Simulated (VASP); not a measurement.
# Li2S (Fm-3m) in VASP: notebook

The runs below take Li2S through single point, relaxation of cell and atoms, with r2SCAN.

Program: VASP 6.6.1. These are calculated values, not measurements. Logs are shortened: lines on timing, memory, paths and dates and some standing lists are left out, and cuts for length are marked.

## (1) The cell of the first run

It takes space group Fm-3m (No. 225, cubic). The conventional cell has a = 5.689 Å, b = 5.689 Å, c = 5.689 Å, α = 90.00°, β = 90.00°, γ = 90.00°. Li (site symmetry -43m) has 4 S at 2.46 Å and 6 Li at 2.84 Å within 3.3 Å. S (site symmetry m-3m) has 8 Li at 2.46 Å within 3.3 Å.

## (2) Single point, r2SCAN

Contents of POSCAR:

```
Li2S
1.0
    0.0000000000      2.8445000000      2.8445000000
    2.8445000000      0.0000000000      2.8445000000
    2.8445000000      2.8445000000      0.0000000000
Li S
2 1
Direct
    0.2500000000      0.2500000000      0.2500000000
    0.7500000000      0.7500000000      0.7500000000
    0.0000000000      0.0000000000      0.0000000000
```

Contents of INCAR.step1:

```
  ALGO = Normal
  EDIFF = 1E-5
  ENCUT = 830
  GGA = PE
  GGA_COMPAT = F
  ISMEAR = -1
  LASPH = T
  LCHARG = F
  LREAL = F
  LWAVE = T
  NBANDS = 13
  NELM = 120
  PREC = Accurate
  SIGMA = 0.02
```

Contents of INCAR.step2:

```
  ALGO = Normal
  EDIFF = 1E-6
  ENCUT = 830
  GGA_COMPAT = F
  ISIF = 2
  ISMEAR = -1
  ISTART = 1
  LASPH = T
  LCHARG = T
  LELF = T
  LMIXTAU = T
  LREAL = F
  LVHAR = T
  LWAVE = F
  METAGGA = R2SCAN
  NBANDS = 13
  NELM = 120
  PREC = Accurate
  SIGMA = 0.02
```

Contents of KPOINTS:

```
k-points
0
Gamma
  8 8 8
```

Potentials or basis: VASP PAW PBE potentials, release 64 (Li_sv, S).

The run is started by

```
$ cat potpaw_PBE.64/Li_sv/POTCAR potpaw_PBE.64/S/POTCAR > POTCAR
$ cp INCAR.step1 INCAR
$ mpirun -np 1 vasp_std > vasp.out
$ cp INCAR.step2 INCAR
$ mpirun -np 1 vasp_std > vasp.out
```

OUTCAR:

```text
EDIFF = 1E-6
   ENCUT = 830
   ISIF = 2
   ISMEAR = -1
   ISTART = 1
   LASPH = T
   LREAL = F
   METAGGA = R2SCAN
   NELM = 120
   PREC = Accurate

 ion  position               nearest neighbor table
   1  0.250  0.250  0.250-   3 2.46   3 2.46   3 2.46   3 2.46
   2  0.750  0.750  0.750-   3 2.46   3 2.46   3 2.46   3 2.46
   3  0.000  0.000  0.000-   2 2.46   2 2.46   2 2.46   1 2.46   2 2.46   1 2.46   1 2.46   1 2.46

  LATTYP: Found a face centered cubic cell.
 ALAT       =     5.6890000000

  Lattice vectors:

 A1 = (   0.0000000000,   2.8445000000,   2.8445000000)
 A2 = (   2.8445000000,   0.0000000000,   2.8445000000)
 A3 = (   2.8445000000,   2.8445000000,   0.0000000000)

Analysis of symmetry for initial positions (statically):
=====================================================================
 Subroutine PRICEL returns:
 Original cell was already a primitive cell.

 Routine SETGRP: Setting up the symmetry group for a
 face centered cubic supercell.

 Subroutine GETGRP returns: Found 48 space group operations
 (whereof 48 operations were pure point group operations)
 out of a pool of 48 trial point group operations.

The static configuration has the point symmetry O_h .

Analysis of symmetry for dynamics (positions and initial velocities):
=====================================================================
 Subroutine PRICEL returns:
 Original cell was already a primitive cell.

 Routine SETGRP: Setting up the symmetry group for a
 face centered cubic supercell.

 Subroutine GETGRP returns: Found 48 space group operations
 (whereof 48 operations were pure point group operations)
 out of a pool of 48 trial point group operations.

The dynamic configuration has the point symmetry O_h .

 Subroutine INISYM returns: Found 48 space group operations
 (whereof 48 operations are pure point group operations),
 and found     1 'primitive' translations

----------------------------------------------------------------------------------------

                                     Primitive cell

  volume of cell :      46.0307

  direct lattice vectors                    reciprocal lattice vectors
     0.000000000  2.844500000  2.844500000    -0.175777817  0.175777817  0.175777817
     2.844500000  0.000000000  2.844500000     0.175777817 -0.175777817  0.175777817
     2.844500000  2.844500000  0.000000000     0.175777817  0.175777817 -0.175777817

  length of vectors
     4.022730478  4.022730478  4.022730478     0.304456110  0.304456110  0.304456110

  position of ions in fractional coordinates (direct lattice)
     0.250000000  0.250000000  0.250000000
     0.750000000  0.750000000  0.750000000
     0.000000000  0.000000000  0.000000000

  ion indices of the primitive-cell ions
   primitive index   ion index
                 1           1
                 2           2
                 3           3

----------------------------------------------------------------------------------------

 KPOINTS: k-points

Automatic generation of k-mesh.
 Grid dimensions read from file:
 generate k-points for:    8    8    8

 Generating k-lattice:

  Cartesian coordinates                     Fractional coordinates (reciprocal lattice)
    -0.021972227  0.021972227  0.021972227     0.125000000  0.000000000  0.000000000
     0.021972227 -0.021972227  0.021972227     0.000000000  0.125000000  0.000000000
     0.021972227  0.021972227 -0.021972227     0.000000000  0.000000000  0.125000000

  Length of vectors
     0.038057014  0.038057014  0.038057014

  Shift w.r.t. Gamma in fractional coordinates (k-lattice)
     0.000000000  0.000000000  0.000000000

 Subroutine IBZKPT returns following result:
 ===========================================

 Found     29 irreducible k-points:

 Following reciprocal coordinates:
            Coordinates               Weight
  0.000000  0.000000  0.000000      1.000000
  0.125000  0.000000  0.000000      8.000000
  0.250000  0.000000  0.000000      8.000000
  0.375000  0.000000  0.000000      8.000000
  0.500000  0.000000  0.000000      4.000000
  0.125000  0.125000  0.000000      6.000000
[... 16 lines left out ...]
  0.500000  0.250000  0.125000     48.000000
 -0.375000  0.250000  0.125000     24.000000
 [... further k-points ...]
   k-points           NKPTS =     29   k-points in BZ     NKDIM =     29   number of bands    NBANDS=     13
   number of dos      NEDOS =    301   number of ions     NIONS =      3
   total plane-waves  NPLWV =  64000
   dimension x,y,z NGX =    40 NGY =   40 NGZ =   40
   dimension x,y,z NGXF=    80 NGYF=   80 NGZF=   80
   ions per type =               2   1
   NGX,Y,Z   is equivalent  to a cutoff of  16.53, 16.53, 16.53 a.u.
   NGXF,Y,Z  is equivalent  to a cutoff of  33.06, 33.06, 33.06 a.u.
 SYSTEM =  unknown system
   PREC   = accura    normal or accurate (medium, high low for compatibility)
   ISTART =      1    job   : 0-new  1-cont  2-samecut
   ICHARG =      0    charge: 1-file 2-atom 10-const
   ISPIN  =      1    spin polarized calculation?
   LNONCOLLINEAR =      F non collinear calculations
   LSORBIT =      F    spin-orbit coupling
   LASPH  =      T    aspherical Exc in radial PAW
   ENCUT  =  830.0 eV  61.00 Ry    7.81 a.u.   9.45  9.45  9.45*2*pi/ulx,y,z
   NELM   =    120;   NELMIN=  2; NELMDL=  0     # of ELM steps
   EDIFF  = 0.1E-05   stopping-criterion for ELM
   LREAL  =      F    real-space projection
   EDIFFG = 0.1E-04   stopping-criterion for IOM
   NSW    =      0    number of steps for IOM
   IBRION =     -1    ionic relax: 0-MD 1-quasi-New 2-CG
   NFREE  =      0    steps in history (QN), initial steepest desc. (CG)
   ISIF   =      2    stress and relaxation
   ISYM   =      2    0-nonsym 1-usesym 2-fastsym
   POTIM  = 0.5000    time-step for ionic-motion
   TEBEG  =    0.0;   TEEND  =   0.0 temperature during run
   PSTRESS=    0.0 pullay stress
   NELECT =      12.0000    total number of electrons
   NUPDOWN=      -1.0000    fix difference up-down
   EMIN   =  10.00;   EMAX   =-10.00  energy-range for DOS
   EFERMI =   0.00;   METHOD = LEGACY
   ISMEAR =    -1;   SIGMA  =   0.02  broadening in eV -4-tet -1-fermi 0-gaus
   EFERMI_NEDOS =   21; number of points for ismear=-14 and -15
   IALGO  =     38    algorithm
   IMIX   =      4    mixing-type and parameters
     AMIX     =   0.40;   BMIX     =  1.00
     AMIX_MAG =   1.60;   BMIX_MAG =  1.00
  volume/ion in A,a.u.               =      15.34       103.54
  Fermi-wavevector in a.u.,A,eV,Ry     =   1.045810  1.976294 14.880934  1.093718
  Thomas-Fermi vector in A             =   2.180621
   LORBIT       =      0    0 simple, 1 ext, 2 COOP (PROOUT), +10 PAW based schemes
   METAGGA = R2SCAN    functional components
   LHFCALC =     F    Hartree Fock is set to
   AEXX    =    0.0000 exact exchange contribution
   IVDW    =     0    specifies the selected vdW correction
   LEPSILON=     F    determine dielectric tensor
   LRPA    =     F    only Hartree local field effects (RPA)
 non-spin polarized calculation
  energy-cutoff  :      830.00
  volume of cell :       46.03
 maximum number of plane-waves:      2541
 NGX is ok and might be reduce to    40
   NGX = 19   NGY = 19   NGZ = 19

 number of electron      12.0000004 magnetization

 Free energy of the ion-electron system (eV)
  ---------------------------------------------------
  ext. energy  EPLUGINS =         0.00000000
  ---------------------------------------------------
  free energy    TOTEN  =       -17.38406934 eV

  energy without entropy =      -17.38406934  energy(sigma->0) =      -17.38406934

 E-fermi :   1.7736     XC(G=0):  -8.9283

 val. band max:        1.2175461563   @ k =   0.0000   0.0000   0.0000
 cond. band min:       5.0733001288   @ k =   0.5000   0.5000   0.0000
 fundamental gap:      3.8557539725
 Fermi energy:         1.7735602957

 k-point     1 :       0.0000    0.0000    0.0000
  band No.  band energies     occupation
      1     -44.3842      2.00000
      2     -44.3424      2.00000
      3     -10.2717      2.00000
      4       1.2175      2.00000
      5       1.2175      2.00000
      6       1.2175      2.00000
      7       6.2730      0.00000
      8       8.1262      0.00000
      9       8.1262      0.00000
     10       8.1262      0.00000
     11      12.9843      0.00000
     12      12.9843      0.00000
     13      14.6633      0.00000

 k-point     2 :       0.1250    0.0000    0.0000
  band No.  band energies     occupation
      1     -44.3825      2.00000
      2     -44.3439      2.00000
      3     -10.2137      2.00000
      4       0.6363      2.00000
      5       1.1300      2.00000
      6       1.1300      2.00000
      7       6.6920      0.00000
      8       8.3705      0.00000
      9       8.3705      0.00000
     10       8.4999      0.00000
     11      12.0892      0.00000
     12      12.0892      0.00000
     13      14.8101      0.00000

 k-point     3 :       0.2500    0.0000    0.0000
  band No.  band energies     occupation
      1     -44.3776      2.00000
      2     -44.3481      2.00000
      3     -10.0649      2.00000
      4      -0.4594      2.00000
      5       0.9388      2.00000
      6       0.9388      2.00000
      7       7.3769      0.00000
      8       8.6869      0.00000
      9       8.6869      0.00000
     10       9.3879      0.00000
     11      11.7576      0.00000
     12      11.7576      0.00000
     13      15.2635      0.00000
[... 305 lines left out ...]
 k-point    23 :       0.5000    0.2500    0.1250
  band No.  band energies     occupation
      1     -44.3688      2.00000
      2     -44.3560      2.00000
      3      -9.8191      2.00000
      4      -1.1333      2.00000
      5      -0.0065      2.00000
      6       0.4592      2.00000
      7       7.5168      0.00000
      8       8.7623      0.00000
      9      10.0061      0.00000
     10      10.4305      0.00000
     11      12.0534      0.00000
     12      14.6273      0.00000
     13      15.8571      0.00000

 k-point    24 :      -0.3750    0.2500    0.1250
  band No.  band energies     occupation
      1     -44.3623      2.00000
      2     -44.3623      2.00000
      3      -9.7605      2.00000
      4      -1.3719      2.00000
      5      -0.0236      2.00000
      6       0.3089      2.00000
      7       7.6178      0.00000
      8       8.6488      0.00000
      9      10.3617      0.00000
     10      11.0242      0.00000
     11      12.4656      0.00000
     12      13.8821      0.00000
     13      15.5041      0.00000

 [... further k-points ...]
[... 5 lines left out ...]
  --------------------------------------------------------------------------------------
  -------------------------------------------------------------------------------------
  Total       -0.0504808     -0.0504808     -0.0504808      0.0000000     -0.0000000     -0.0000000
  in kB       -1.7570705     -1.7570705     -1.7570705      0.0000000     -0.0000000     -0.0000000
  external PRESSURE =      -1.7570705 kB  Pullay stress =       0.0000000 kB

 VOLUME and BASIS-vectors are now :
 -----------------------------------------------------------------------------
  energy-cutoff  :      830.00
  volume of cell :       46.03
      direct lattice vectors                 reciprocal lattice vectors
     0.000000000  2.844500000  2.844500000    -0.175777817  0.175777817  0.175777817
     2.844500000  0.000000000  2.844500000     0.175777817 -0.175777817  0.175777817
     2.844500000  2.844500000  0.000000000     0.175777817  0.175777817 -0.175777817

 POSITION                                       TOTAL-FORCE (eV/Angst)
 -----------------------------------------------------------------------------------
      1.42225      1.42225      1.42225         0.000000     -0.000000      0.000000
      4.26675      4.26675      4.26675        -0.000000      0.000000     -0.000000
      0.00000      0.00000      0.00000         0.000000     -0.000000     -0.000000
 -----------------------------------------------------------------------------------
    total drift:                                0.000000     -0.000000      0.000000

  FREE ENERGIE OF THE ION-ELECTRON SYSTEM (eV)
  ---------------------------------------------------
  free  energy   TOTEN  =       -17.3840693375 eV

  energy  without entropy=      -17.3840693375  energy(sigma->0) =      -17.38406934
```

It took 3 min on 1 thread of Intel Xeon Platinum 8259CL at 2.50GHz (Skylake/Cascade Lake), shared host; peak memory 0.26 GiB.

What came out:

* Free energy: -17.3841 eV
* Pressure: -0.2 GPa
* Band gap on the k mesh: 3.86 eV, indirect (least direct gap 5.06 eV)

Caveat: the PAW data sets were made with another functional, which shifts forces and pressure a little.

## (3) Single point, r2SCAN

POSCAR is that of step 2.

Contents of INCAR.step1:

```
SYSTEM = Li2S
PREC     = Accurate       ! precision mode
ENCUT    = 830            ! plane-wave cutoff, eV
ISMEAR   = -1             ! smearing method
SIGMA    = 0.02           ! smearing width, eV
LREAL    = .FALSE.        ! projectors in reciprocal space
LASPH    = .TRUE.         ! aspherical terms in the spheres
NELM     = 120            ! most SCF steps
NBANDS   = 13             ! bands
GGA      = PE             ! functional
ALGO     = Normal         ! electronic algorithm
EDIFF    = 1E-5           ! SCF threshold, eV
LWAVE    = .TRUE.         ! write WAVECAR
LCHARG   = .FALSE.        ! write CHGCAR
GGA_COMPAT= .FALSE.
```

Contents of INCAR.step2:

```
SYSTEM = Li2S
PREC     = Accurate       ! precision mode
ENCUT    = 830            ! plane-wave cutoff, eV
EDIFF    = 1E-6           ! SCF threshold, eV
ISMEAR   = -1             ! smearing method
SIGMA    = 0.02           ! smearing width, eV
LREAL    = .FALSE.        ! projectors in reciprocal space
LASPH    = .TRUE.         ! aspherical terms in the spheres
NELM     = 120            ! most SCF steps
ALGO     = Normal         ! electronic algorithm
ISIF     = 2              ! what is computed and relaxed
LWAVE    = .FALSE.        ! write WAVECAR
LCHARG   = .FALSE.        ! write CHGCAR
METAGGA  = R2SCAN         ! meta-GGA
LMIXTAU  = .TRUE.       
NBANDS   = 13             ! bands
ISTART   = 1            
GGA_COMPAT= .FALSE.
```

Contents of KPOINTS:

```
regular mesh
0
G
  8 8 8
  0 0 0
```

Potentials or basis: VASP PAW PBE potentials, release 64 (Li_sv, S).

The run is started by

```
$ cat potpaw_PBE.64/Li_sv/POTCAR potpaw_PBE.64/S/POTCAR > POTCAR
$ cp INCAR.step1 INCAR
$ mpirun -np 1 vasp_std > vasp.out
$ cp INCAR.step2 INCAR
$ mpirun -np 1 vasp_std > vasp.out
```

It took 3 min on 1 thread of Intel Xeon Platinum 8259CL at 2.50GHz (Skylake/Cascade Lake), shared host; peak memory 0.26 GiB.

Results (log left out):

* Free energy: -17.3841 eV
* Pressure: -0.2 GPa
* Band gap on the k mesh: 3.86 eV, indirect (least direct gap 5.06 eV)

Levels at points of the mesh, in eV from the valence-band top:
```csv
k point,band 3,band 4,band 5,band 6,band 7,band 8,band 9,band 10
"(0.00, 0.00, 0.00)",-11.49,0.00,0.00,0.00,5.06,6.91,6.91,6.91
"(0.50, 0.00, 0.00)",-11.05,-2.89,-0.51,-0.51,6.98,7.19,7.19,9.14
"(0.50, 0.50, 0.00)",-10.92,-2.16,-1.44,-1.44,3.86,7.90,12.17,12.17
```

Caveat: the PAW data sets were made with another functional, which shifts forces and pressure a little. A k mesh can miss the band edges.

## (4) Relaxation of cell and atoms, r2SCAN

POSCAR is that of step 3.

Contents of INCAR.step1:

```
SYSTEM = Li2S
PREC = Accurate ; ENCUT = 830
ISMEAR = -1 ; SIGMA = 0.02
LREAL = .False. ; LASPH = .True.
NELM = 120 ; GGA = PE
ALGO = Normal ; EDIFF = 1E-5
LWAVE = .True. ; LCHARG = .False.
GGA_COMPAT = .False. ; IBRION = 2
ISIF = 3 ; EDIFFG = -0.005
NELMIN = 4 ; NSW = 100
```

Contents of INCAR.step2:

```
SYSTEM = Li2S
PREC = Accurate ; ENCUT = 830
EDIFF = 1E-7 ; ISMEAR = -1
SIGMA = 0.02 ; LREAL = .False.
LASPH = .True. ; NELM = 120
ALGO = Normal ; ISIF = 3
LWAVE = .False. ; LCHARG = .False.
METAGGA = R2SCAN ; LMIXTAU = .True.
IBRION = 2 ; NSW = 80
EDIFFG = -0.01 ; ISTART = 1
GGA_COMPAT = .False. ; NELMIN = 4
```

Contents of KPOINTS:

```
regular mesh
0
Gamma
  8 8 8
  0 0 0
```

The run is started by

```
$ cat potpaw_PBE.64/Li_sv/POTCAR potpaw_PBE.64/S/POTCAR > POTCAR
$ cp INCAR.step1 INCAR
$ mpirun -np 1 vasp_std > vasp.out
$ cp INCAR.step2 INCAR
$ mpirun -np 1 vasp_std > vasp.out
```

Wall time 4.3 min (1 thread of Intel Xeon Platinum 8259CL at 2.50GHz (Skylake/Cascade Lake), shared host); peak memory 0.26 GiB.

It converged, with:

```yaml
Free_energy: -17.3842 eV
Relaxed_volume: 15.31 Å³/atom
Relaxed_cell: a = 4.020 Å, b = 4.020 Å, c = 4.020 Å, α = 60.00°, β = 60.00°, γ = 60.00°
Space_group_after_relaxing_to_0.05_Å: Fm-3m (No. 225)
Energy_gained_by_relaxing: 0.0 meV/atom
Ionic_steps: 2
Pressure_after_relaxing: -0.1 GPa
Band_gap_on_the_k_mesh: 3.85 eV, indirect (least direct gap 5.07 eV)
```

Final structure:
```xyz
3
Lattice="0.0000 2.8423 2.8423 2.8423 0.0000 2.8423 2.8423 2.8423 0.0000" Properties=species:S:1:pos:R:3 pbc="T T T"
Li    1.4211    1.4211    1.4211
Li    4.2634    4.2634    4.2634
S     2.8423    0.0000    2.8423
```

Levels at points of the mesh, in eV from the valence-band top:
| k point | band 4 | band 5 | band 6 | band 7 | band 8 | band 9 |
| --- | --- | --- | --- | --- | --- | --- |
| (0.00, 0.00, 0.00) | 0.00 | 0.00 | 0.00 | 5.07 | 6.91 | 6.91 |
| (0.50, 0.00, 0.00) | -2.90 | -0.51 | -0.51 | 6.99 | 7.19 | 7.19 |
| (0.50, 0.50, 0.00) | -2.16 | -1.44 | -1.44 | 3.85 | 7.91 | 12.19 |

Caveat: the PAW data sets were made with another functional, which shifts forces and pressure a little. r2SCAN opens gaps a little over a GGA but as a rule still falls short of measured ones.
